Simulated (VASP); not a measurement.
# BaTiO3 in VASP: notebook, part 3 of 4

VASP 6.6.1. The steps go on from the part before.

**4. Single point, r2SCAN+U**

This run uses another cell than the first one, of 9.75 Å³/atom, 0.754 times its volume.

POSCAR reads:

```
BaTiO3
1.0
    3.6529858181      0.0000000000      0.0000000000
    0.0000000000      3.6529858181      0.0000000000
    0.0000000000      0.0000000000      3.6529927976
Ba Ti O
1 1 3
Direct
    0.5000000000      0.5000000000      0.5720280387
    0.0000000000      0.0000000000      0.0720027166
    0.0000000000      0.5000000000      0.0719882276
    0.5000000000      0.0000000000      0.0719882276
    0.0000000000      0.0000000000      0.5719897793
```

INCAR.step1 reads:

```
SYSTEM = BaTiO3
PREC     = Accurate       ! precision mode
ENCUT    = 520            ! plane-wave cutoff, eV
ISMEAR   = 0              ! smearing method
SIGMA    = 0.02           ! smearing width, eV
LREAL    = .FALSE.        ! projectors in reciprocal space
LASPH    = .TRUE.         ! aspherical terms in the spheres
NELM     = 150            ! most SCF steps
LMAXMIX  = 4              ! l up to which the mixer works
LDAU     = .TRUE.         ! DFT+U
LDAUTYPE = 2            
LDAUL    = -1 2 -1        ! shell
LDAUU    = 0 4 0          ! U, eV
LDAUJ    = 0 0 0        
NBANDS   = 28             ! bands
GGA      = PE             ! functional
ALGO     = Normal         ! electronic algorithm
EDIFF    = 1E-4           ! SCF threshold, eV
LWAVE    = .TRUE.         ! write WAVECAR
LCHARG   = .FALSE.        ! write CHGCAR
```

INCAR.step2 reads:

```
SYSTEM = BaTiO3
PREC     = Accurate       ! precision mode
ENCUT    = 520            ! plane-wave cutoff, eV
EDIFF    = 1E-6           ! SCF threshold, eV
ISMEAR   = 0              ! smearing method
SIGMA    = 0.02           ! smearing width, eV
LREAL    = .FALSE.        ! projectors in reciprocal space
LASPH    = .TRUE.         ! aspherical terms in the spheres
NELM     = 150            ! most SCF steps
ALGO     = Normal         ! electronic algorithm
ISIF     = 2              ! what is computed and relaxed
LWAVE    = .FALSE.        ! write WAVECAR
LCHARG   = .TRUE.         ! write CHGCAR
LMAXMIX  = 4              ! l up to which the mixer works
LDAU     = .TRUE.         ! DFT+U
LDAUTYPE = 2            
LDAUL    = -1 2 -1        ! shell
LDAUU    = 0 4 0          ! U, eV
LDAUJ    = 0 0 0        
LDAUPRINT= 1            
METAGGA  = R2SCAN         ! meta-GGA
LMIXTAU  = .TRUE.       
LELF     = .TRUE.         ! ELF
LVHAR    = .TRUE.       
NBANDS   = 28             ! bands
ISTART   = 1
```

KPOINTS reads:

```
Automatic mesh
0
G
  6 6 6
  0 0 0
```

Potentials or basis: VASP PAW PBE potentials, release 64 (Ba_sv, Ti_sv, O).

The run is started by

```sh
cat potpaw_PBE.64/Ba_sv/POTCAR potpaw_PBE.64/Ti_sv/POTCAR potpaw_PBE.64/O/POTCAR > POTCAR
cp INCAR.step1 INCAR
mpirun -np 1 vasp_std > vasp.out
cp INCAR.step2 INCAR
mpirun -np 1 vasp_std > vasp.out
```

OUTCAR:

```text
SYSTEM = BaTiO3
   PREC = Accurate
   ENCUT = 520
   EDIFF = 1E-6
   ISMEAR = 0
   LREAL = .FALSE.
   LASPH = .TRUE.
   NELM = 150
   ISIF = 2
   METAGGA = R2SCAN
   ISTART = 1

 ion  position               nearest neighbor table
   1  0.500  0.500  0.572-   3 2.58   4 2.58   4 2.58   3 2.58   5 2.58   5 2.58   5 2.58   5 2.58
                             3 2.58   4 2.58   3 2.58   4 2.58   2 3.16   2 3.16   2 3.16   2 3.16
   2  0.000  0.000  0.072-   5 1.83   4 1.83   3 1.83   3 1.83   4 1.83   5 1.83   1 3.16   1 3.16
                             1 3.16   1 3.16   1 3.16   1 3.16   1 3.16   1 3.16
   3  0.000  0.500  0.072-   2 1.83   2 1.83   1 2.58   1 2.58   1 2.58   1 2.58
   4  0.500  0.000  0.072-   2 1.83   2 1.83   1 2.58   1 2.58   1 2.58   1 2.58
   5  0.000  0.000  0.572-   2 1.83   2 1.83   1 2.58   1 2.58   1 2.58   1 2.58

  LATTYP: Found a simple cubic cell.
 ALAT       =     3.6529858181

  Lattice vectors:

 A1 = (   3.6529858181,   0.0000000000,   0.0000000000)
 A2 = (   0.0000000000,   3.6529858181,   0.0000000000)
 A3 = (   0.0000000000,   0.0000000000,   3.6529927976)

Analysis of symmetry for initial positions (statically):
=====================================================================
 Subroutine PRICEL returns:
 Original cell was already a primitive cell.

 Routine SETGRP: Setting up the symmetry group for a
 simple cubic supercell.

 Subroutine GETGRP returns: Found  8 space group operations
 (whereof  8 operations were pure point group operations)
 out of a pool of 48 trial point group operations.

[... 187 lines left out ...]
  o =  0.1162  v =  0.0000  0.7256 -0.0000  0.6881  0.0000  0.0000  0.0000  0.0000  0.0000  0.0000      0.0000  0.0000  0.0000  0.0000  0.0000  0.0000  0.0000  0.0000  0.0000  0.0000
  o =  0.1162  v =  0.0000  0.0000  0.0000  0.0000  0.0000  0.0000  0.7256 -0.0000  0.6881  0.0000      0.0000  0.0000  0.0000  0.0000  0.0000  0.0000  0.0000  0.0000  0.0000  0.0000
  o =  0.1162  v =  0.0000 -0.6881 -0.0000  0.7256  0.0000  0.0000  0.0000  0.0000  0.0000  0.0000      0.0000  0.0000  0.0000  0.0000  0.0000  0.0000  0.0000  0.0000  0.0000  0.0000
  o =  0.1162  v =  0.0000  0.0000  0.0000  0.0000  0.0000  0.0000 -0.6881 -0.0000  0.7256  0.0000      0.0000  0.0000  0.0000  0.0000  0.0000  0.0000  0.0000  0.0000  0.0000  0.0000
  o =  0.3115  v =  0.0000  0.0000  1.0000  0.0000 -0.0000  0.0000  0.0000  0.0000  0.0000  0.0000      0.0000  0.0000  0.0000  0.0000  0.0000  0.0000  0.0000  0.0000  0.0000  0.0000
  o =  0.3115  v =  0.0000  0.0000  0.0000  0.0000  0.0000  0.0000  0.0000  1.0000  0.0000 -0.0000      0.0000  0.0000  0.0000  0.0000  0.0000  0.0000  0.0000  0.0000  0.0000  0.0000
  o =  0.3115  v =  0.0000  0.0000  0.0000  0.0000  0.0000  0.0000 -0.0000  0.0000 -0.0000  1.0000      0.0000  0.0000  0.0000  0.0000  0.0000  0.0000  0.0000  0.0000  0.0000  0.0000
  o =  0.3115  v =  0.0000 -0.0000  0.0000 -0.0000  1.0000  0.0000  0.0000  0.0000  0.0000  0.0000      0.0000  0.0000  0.0000  0.0000  0.0000  0.0000  0.0000  0.0000  0.0000  0.0000

 number of electron      40.0000002 magnetization

 Free energy of the ion-electron system (eV)
  ---------------------------------------------------
  ext. energy  EPLUGINS =         0.00000000
  ---------------------------------------------------
  free energy    TOTEN  =       -67.63509213 eV

  energy without entropy =      -67.63509213  energy(sigma->0) =      -67.63509213

 E-fermi :   6.5058     XC(G=0): -13.5534

 val. band max:        6.2943110345   @ k =   0.0000   0.0000   0.0000
 cond. band min:       9.3695172323   @ k =   0.0000   0.0000   0.0000
 fundamental gap:      3.0752061978
 Fermi energy:         6.5057851664

 k-point     1 :       0.0000    0.0000    0.0000
  band No.  band energies     occupation
      1     -52.3170      2.00000
      2     -27.6709      2.00000
      3     -27.6709      2.00000
      4     -27.6709      2.00000
      5     -19.2315      2.00000
      6     -12.1519      2.00000
[... 733 lines left out ...]
     27      15.7336      0.00000
     28      17.2239      0.00000

 [... further k-points ...]
[... 5 lines left out ...]
  --------------------------------------------------------------------------------------
  -------------------------------------------------------------------------------------
  Total       30.3561376     30.3561376     30.3556951      0.0000000     -0.0000000      0.0000000
  in kB      997.7283382    997.7283382    997.7137927      0.0000000     -0.0000000      0.0000000
  external PRESSURE =     997.7234897 kB  Pullay stress =       0.0000000 kB

 VOLUME and BASIS-vectors are now :
 -----------------------------------------------------------------------------
  energy-cutoff  :      520.00
  volume of cell :       48.75
      direct lattice vectors                 reciprocal lattice vectors
     3.652985818  0.000000000  0.000000000     0.273748667  0.000000000  0.000000000
     0.000000000  3.652985818  0.000000000     0.000000000  0.273748667  0.000000000
     0.000000000  0.000000000  3.652992798     0.000000000  0.000000000  0.273748144

 POSITION                                       TOTAL-FORCE (eV/Angst)
 -----------------------------------------------------------------------------------
      1.82649      1.82649      2.08961         0.000000      0.000000     -0.001546
      0.00000      0.00000      0.26303        -0.000000     -0.000000     -0.001736
      0.00000      1.82649      0.26297         0.000000     -0.000000      0.001784
      1.82649      0.00000      0.26297         0.000000     -0.000000      0.001784
      0.00000      0.00000      2.08947         0.000000     -0.000000     -0.000286
 -----------------------------------------------------------------------------------
    total drift:                               -0.000000     -0.000000     -0.005685

  FREE ENERGIE OF THE ION-ELECTRON SYSTEM (eV)
  ---------------------------------------------------
  free  energy   TOTEN  =       -67.6350921266 eV

  energy  without entropy=      -67.6350921266  energy(sigma->0) =      -67.63509213
```

OUTCAR.step1:

```text
SYSTEM = BaTiO3
   PREC = Accurate
   ENCUT = 520
   ISMEAR = 0
   LREAL = .FALSE.
   LASPH = .TRUE.
[... 983 lines left out ...]
      0.00000      1.82649      0.26297         0.000000      0.000000      0.000662
      1.82649      0.00000      0.26297        -0.000000     -0.000000      0.000662
      0.00000      0.00000      2.08947         0.000000     -0.000000      0.001148
 -----------------------------------------------------------------------------------
    total drift:                               -0.000000     -0.000000     -0.000017

  FREE ENERGIE OF THE ION-ELECTRON SYSTEM (eV)
  ---------------------------------------------------
  free  energy   TOTEN  =       -33.0786103513 eV

  energy  without entropy=      -33.0786103513  energy(sigma->0) =      -33.07861035
```

Wall time 2.3 min (1 thread of Intel Xeon 6975P-C (Granite Rapids), shared host); peak memory 0.2 GiB.

Results:

* Free energy: -67.6351 eV
* Pressure: 99.8 GPa
* Band gap on the k mesh: 3.08 eV, direct

Eigenvalues of the final occupation matrices:
```tsv
site	spin	trace	eigenvalues
site 2 d	1	0.97	0.12 0.12 0.12 0.31 0.31
site 2 d	2	0.97	0.12 0.12 0.12 0.31 0.31
```

Caveat: the PAW data sets were made with another functional, which shifts forces and pressure a little; spin-orbit coupling is left out, which moves the levels of the heavy elements. A k mesh can miss the band edges.

**5. Single point, r2SCAN+U**

This run uses another cell than the first one, of 10.66 Å³/atom, 0.825 times its volume.

POSCAR reads:

```
BaTiO3
1.0
    3.7636662249      0.0000000000      0.0000000000
    0.0000000000      3.7636662249      0.0000000000
    0.0000000000      0.0000000000      3.7636856152
Ba Ti O
1 1 3
Direct
    0.5000000000      0.5000000000      0.5720259201
    0.0000000000      0.0000000000      0.0720049379
    0.0000000000      0.5000000000      0.0719895300
    0.5000000000      0.0000000000      0.0719895300
    0.0000000000      0.0000000000      0.5719870718
```

INCAR.step1 reads:

```
PREC     = Accurate       # precision mode
ENCUT    = 520            # plane-wave cutoff, eV
ISMEAR   = 0              # smearing method
SIGMA    = 0.02           # smearing width, eV
LREAL    = F              # projectors in reciprocal space
LASPH    = T              # aspherical terms in the spheres
NELM     = 150            # most SCF steps
LMAXMIX  = 4              # l up to which the mixer works
LDAU     = T              # DFT+U
LDAUTYPE = 2            
LDAUL    = -1 2 -1        # shell
LDAUU    = 0 4 0          # U, eV
LDAUJ    = 0 0 0        
NBANDS   = 28             # bands
GGA      = PE             # functional
ALGO     = Normal         # electronic algorithm
EDIFF    = 1E-4           # SCF threshold, eV
LWAVE    = T              # write WAVECAR
LCHARG   = F              # write CHGCAR
```

INCAR.step2 reads:

```
PREC     = Accurate       # precision mode
ENCUT    = 520            # plane-wave cutoff, eV
EDIFF    = 1E-6           # SCF threshold, eV
ISMEAR   = 0              # smearing method
SIGMA    = 0.02           # smearing width, eV
LREAL    = F              # projectors in reciprocal space
LASPH    = T              # aspherical terms in the spheres
NELM     = 150            # most SCF steps
ALGO     = Normal         # electronic algorithm
ISIF     = 2              # what is computed and relaxed
LWAVE    = F              # write WAVECAR
LCHARG   = T              # write CHGCAR
LMAXMIX  = 4              # l up to which the mixer works
LDAU     = T              # DFT+U
LDAUTYPE = 2            
LDAUL    = -1 2 -1        # shell
LDAUU    = 0 4 0          # U, eV
LDAUJ    = 0 0 0        
LDAUPRINT= 1            
METAGGA  = R2SCAN         # meta-GGA
LMIXTAU  = T            
LELF     = T              # ELF
LVHAR    = T            
NBANDS   = 28             # bands
ISTART   = 1
```

KPOINTS reads:

```
regular mesh
0
Gamma
  6 6 6
```

Potentials or basis: VASP PAW PBE potentials, release 64 (Ba_sv, Ti_sv, O).

The run is started by

```sh
cat potpaw_PBE.64/Ba_sv/POTCAR potpaw_PBE.64/Ti_sv/POTCAR potpaw_PBE.64/O/POTCAR > POTCAR
cp INCAR.step1 INCAR
mpirun -np 1 vasp_std > vasp.out
cp INCAR.step2 INCAR
mpirun -np 1 vasp_std > vasp.out
```

OUTCAR:

```text
PREC = Accurate
   ENCUT = 520
   EDIFF = 1E-6
   ISMEAR = 0
   LREAL = F
   LASPH = T
   NELM = 150
   ISIF = 2
   METAGGA = R2SCAN
   ISTART = 1

 ion  position               nearest neighbor table
   1  0.500  0.500  0.572-   3 2.66   4 2.66   4 2.66   3 2.66   5 2.66   5 2.66   5 2.66   5 2.66
                             3 2.66   4 2.66   3 2.66   4 2.66   2 3.26   2 3.26   2 3.26   2 3.26
   2  0.000  0.000  0.072-   5 1.88   4 1.88   3 1.88   3 1.88   4 1.88   5 1.88   1 3.26   1 3.26
                             1 3.26   1 3.26   1 3.26   1 3.26   1 3.26   1 3.26
   3  0.000  0.500  0.072-   2 1.88   2 1.88   1 2.66   1 2.66   1 2.66   1 2.66
   4  0.500  0.000  0.072-   2 1.88   2 1.88   1 2.66   1 2.66   1 2.66   1 2.66
   5  0.000  0.000  0.572-   2 1.88   2 1.88   1 2.66   1 2.66   1 2.66   1 2.66

  LATTYP: Found a simple cubic cell.
 ALAT       =     3.7636662249

  Lattice vectors:

 A1 = (   3.7636662249,   0.0000000000,   0.0000000000)
 A2 = (   0.0000000000,   3.7636662249,   0.0000000000)
 A3 = (   0.0000000000,   0.0000000000,   3.7636856152)

Analysis of symmetry for initial positions (statically):
=====================================================================
 Subroutine PRICEL returns:
 Original cell was already a primitive cell.

 Routine SETGRP: Setting up the symmetry group for a
 simple cubic supercell.

 Subroutine GETGRP returns: Found  8 space group operations
 (whereof  8 operations were pure point group operations)
 out of a pool of 48 trial point group operations.

The static configuration has the point symmetry C_4v.
[... 186 lines left out ...]
  o =  0.1074  v =  0.0000 -0.1600 -0.0000  0.9871 -0.0000  0.0000  0.0000  0.0000  0.0000  0.0000      0.0000  0.0000  0.0000  0.0000  0.0000  0.0000  0.0000  0.0000  0.0000  0.0000
  o =  0.1074  v =  0.0000  0.0000  0.0000  0.0000  0.0000  0.0000 -0.1600 -0.0000  0.9871 -0.0000      0.0000  0.0000  0.0000  0.0000  0.0000  0.0000  0.0000  0.0000  0.0000  0.0000
  o =  0.1074  v =  1.0000  0.0000  0.0000  0.0000  0.0000  0.0000  0.0000  0.0000  0.0000  0.0000      0.0000  0.0000  0.0000  0.0000  0.0000  0.0000  0.0000  0.0000  0.0000  0.0000
  o =  0.1074  v =  0.0000  0.0000  0.0000  0.0000  0.0000  1.0000  0.0000  0.0000  0.0000  0.0000      0.0000  0.0000  0.0000  0.0000  0.0000  0.0000  0.0000  0.0000  0.0000  0.0000
  o =  0.2809  v =  0.0000  0.0000  0.0000  0.0000  0.0000  0.0000 -0.0000  1.0000  0.0000 -0.0000      0.0000  0.0000  0.0000  0.0000  0.0000  0.0000  0.0000  0.0000  0.0000  0.0000
  o =  0.2809  v =  0.0000 -0.0000  1.0000  0.0000 -0.0000  0.0000  0.0000  0.0000  0.0000  0.0000      0.0000  0.0000  0.0000  0.0000  0.0000  0.0000  0.0000  0.0000  0.0000  0.0000
  o =  0.2809  v =  0.0000  0.0000  0.0000  0.0000  0.0000  0.0000  0.0000  0.0000  0.0000  1.0000      0.0000  0.0000  0.0000  0.0000  0.0000  0.0000  0.0000  0.0000  0.0000  0.0000
  o =  0.2809  v =  0.0000  0.0000  0.0000  0.0000  1.0000  0.0000  0.0000  0.0000  0.0000  0.0000      0.0000  0.0000  0.0000  0.0000  0.0000  0.0000  0.0000  0.0000  0.0000  0.0000

 number of electron      39.9999976 magnetization

 Free energy of the ion-electron system (eV)
  ---------------------------------------------------
  ext. energy  EPLUGINS =         0.00000000
  ---------------------------------------------------
  free energy    TOTEN  =       -69.84305270 eV

  energy without entropy =      -69.84305270  energy(sigma->0) =      -69.84305270

 E-fermi :   5.3763     XC(G=0): -13.0051

 val. band max:        5.2624195084   @ k =   0.0000   0.0000   0.0000
 cond. band min:       8.3431934483   @ k =   0.0000   0.0000   0.0000
 fundamental gap:      3.0807739399
 Fermi energy:         5.3763359765

 k-point     1 :       0.0000    0.0000    0.0000
  band No.  band energies     occupation
      1     -53.6853      2.00000
      2     -28.9373      2.00000
      3     -28.9373      2.00000
      4     -28.9373      2.00000
      5     -20.0206      2.00000
      6     -12.9926      2.00000
[... 733 lines left out ...]
     27      14.2619      0.00000
     28      15.7267      0.00000

 [... further k-points ...]
[... 5 lines left out ...]
  --------------------------------------------------------------------------------------
  -------------------------------------------------------------------------------------
  Total       19.0802230     19.0802230     19.0795365      0.0000000     -0.0000000      0.0000000
  in kB      573.4010517    573.4010517    573.3804220      0.0000000     -0.0000000      0.0000000
  external PRESSURE =     573.3941751 kB  Pullay stress =       0.0000000 kB

 VOLUME and BASIS-vectors are now :
 -----------------------------------------------------------------------------
  energy-cutoff  :      520.00
  volume of cell :       53.31
      direct lattice vectors                 reciprocal lattice vectors
     3.763666225  0.000000000  0.000000000     0.265698375  0.000000000  0.000000000
     0.000000000  3.763666225  0.000000000     0.000000000  0.265698375  0.000000000
     0.000000000  0.000000000  3.763685615     0.000000000  0.000000000  0.265697006

 POSITION                                       TOTAL-FORCE (eV/Angst)
 -----------------------------------------------------------------------------------
      1.88183      1.88183      2.15293         0.000000     -0.000000     -0.000613
      0.00000      0.00000      0.27100        -0.000000      0.000000     -0.002881
      0.00000      1.88183      0.27095        -0.000000      0.000000      0.001829
      1.88183      0.00000      0.27095         0.000000      0.000000      0.001829
      0.00000      0.00000      2.15278         0.000000      0.000000     -0.000164
 -----------------------------------------------------------------------------------
    total drift:                               -0.000000     -0.000000     -0.008246

  FREE ENERGIE OF THE ION-ELECTRON SYSTEM (eV)
  ---------------------------------------------------
  free  energy   TOTEN  =       -69.8430527039 eV

  energy  without entropy=      -69.8430527039  energy(sigma->0) =      -69.84305270
```

OUTCAR.step1:

```text
PREC = Accurate
   ENCUT = 520
   ISMEAR = 0
   LREAL = F
[... 983 lines left out ...]
      0.00000      0.00000      0.27100        -0.000000     -0.000000     -0.000216
      0.00000      1.88183      0.27095        -0.000000     -0.000000      0.000309
      1.88183      0.00000      0.27095         0.000000     -0.000000      0.000309
      0.00000      0.00000      2.15278         0.000000     -0.000000      0.001241
 -----------------------------------------------------------------------------------
    total drift:                               -0.000000     -0.000000      0.000290

  FREE ENERGIE OF THE ION-ELECTRON SYSTEM (eV)
  ---------------------------------------------------
  free  energy   TOTEN  =       -35.3132718379 eV

  energy  without entropy=      -35.3132718379  energy(sigma->0) =      -35.31327184
```

OSZICAR.step1:

```text
N       E                     dE             d eps       ncg     rms          rms(c)
DAV:   1     0.447026353350E+03    0.44703E+03   -0.19858E+04  2240   0.156E+03
DAV:   2    -0.324540175293E+01   -0.45027E+03   -0.42831E+03  2540   0.442E+02
DAV:   3    -0.447914975300E+02   -0.41546E+02   -0.41187E+02  2968   0.136E+02
DAV:   4    -0.465477947987E+02   -0.17563E+01   -0.17528E+01  3304   0.246E+01
DAV:   5    -0.465874013631E+02   -0.39607E-01   -0.39589E-01  2980   0.315E+00    0.294E+01
DAV:   6    -0.349352664145E+02    0.11652E+02   -0.50407E+01  2988   0.761E+01    0.115E+01
DAV:   7    -0.352700982178E+02   -0.33483E+00   -0.53156E+00  2872   0.143E+01    0.754E+00
DAV:   8    -0.353263703565E+02   -0.56272E-01   -0.95123E-01  2732   0.731E+00    0.127E+00
DAV:   9    -0.353123089921E+02    0.14061E-01   -0.10282E-01  3004   0.255E+00    0.862E-01
DAV:  10    -0.353139971998E+02   -0.16882E-02   -0.64935E-02  2764   0.245E+00    0.442E-01
DAV:  11    -0.353132450880E+02    0.75211E-03   -0.65140E-03  2672   0.794E-01    0.861E-02
DAV:  12    -0.353132718379E+02   -0.26750E-04   -0.46738E-04  2768   0.181E-01
   1 F= -.35313272E+02 E0= -.35313272E+02  d E =-.510345E-11
```

Wall time 1.8 min (1 thread of Intel Xeon 6975P-C (Granite Rapids), shared host); peak memory 0.2 GiB.

What came out:

| Property | Result |
| --- | --- |
| Free energy | -69.8431 eV |
| Pressure | 57.3 GPa |
| Band gap on the k mesh | 3.08 eV, direct |

Forces in eV/Å, atoms in the order of the input:
```
Ba   0.000  0.000 -0.001
Ti   0.000  0.000 -0.003
O    0.000  0.000  0.002
O    0.000  0.000  0.002
O    0.000  0.000  0.000
```

Eigenvalues of the final occupation matrices:
```tsv
site	spin	trace	eigenvalues
site 2 d	1	0.88	0.11 0.11 0.11 0.28 0.28
site 2 d	2	0.88	0.11 0.11 0.11 0.28 0.28
```

Caveat: the PAW data sets were made with another functional, which shifts forces and pressure a little; spin-orbit coupling is left out, which moves the levels of the heavy elements. A k mesh can miss the band edges.

(Continued in part 4 of 4.)
